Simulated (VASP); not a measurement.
The system is Zn.

```
Zn
1.0
     2.67000    0.00000    0.00000
    -1.33500    2.31229    0.00000
     0.00000    0.00000    4.96600
Zn
2
Direct
  0.66667 0.33333 0.75000
  0.33333 0.66667 0.25000
```

- Program: VASP 6.6.1
- Task: relaxation of cell and atoms
- Functional: BLYP
- Potentials or basis: VASP PAW PBE potentials, release 64 (Zn)
- Cutoff: 600 eV
- k mesh: 11 × 11 × 6
- Occupations: fermi-dirac, width 0.05 eV
- Spin: no spin polarisation

At the start: pressure 5.3 GPa; volume 15.33 Å³/atom.

Task: How do energy, volume and symmetry change on relaxing?

Result: Over 24 steps the energy falls by 70.6 meV/atom and the volume is 18.39 Å³/atom (+20.0 %); space group P6_3/mmc (No. 194, to 0.1 Å) before and after.

Step by step:
```tsv
step	energy change (eV)	largest force (eV/Å)	pressure (GPa)	volume (Å³)
1	0.0000	0.0000	5.30	30.66
2	-0.0410	0.0000	0.76	32.96
3	-0.0422	0.0000	-0.19	33.61
4	-0.0423	0.0000	-0.13	33.52
5	-0.0422	0.0000	0.02	33.40
6	-0.0423	0.0000	0.00	33.46
7	-0.0462	0.0000	-0.04	33.54
8	-0.0587	0.0000	0.26	33.77
9	-0.0891	0.0000	0.55	34.16
10	-0.1234	0.0000	3.10	34.70
11	-0.1255	0.0000	1.89	34.58
12	-0.1262	0.0000	2.50	34.64
13	-0.1280	0.0000	2.32	34.81
14	-0.1310	0.0000	2.28	35.33
15	-0.1313	0.0000	2.05	35.54
16	-0.1345	0.0000	1.77	35.75
17	-0.1403	0.0000	0.64	36.38
18	-0.1358	0.0000	-1.33	37.67
19	-0.1411	0.0000	-0.08	36.76
20	-0.1411	0.0000	0.05	36.71
21	-0.1411	0.0000	0.01	36.73
22	-0.1411	0.0000	0.02	36.74
23	-0.1412	0.0000	-0.05	36.77
24	-0.1412	0.0000	-0.02	36.78
```

Final structure:
```
Zn
1.0
     2.62674    0.00000    0.00000
    -1.31337    2.27483    0.00000
     0.00000    0.00000    6.15497
Zn
2
Direct
  0.66667 0.33333 0.75000
  0.33333 0.66667 0.25000
```

Caveat: the volume moved by over 15 % at a fixed basis, so the end points are rough; the PAW data sets were made with another functional, which shifts forces and pressure a little.
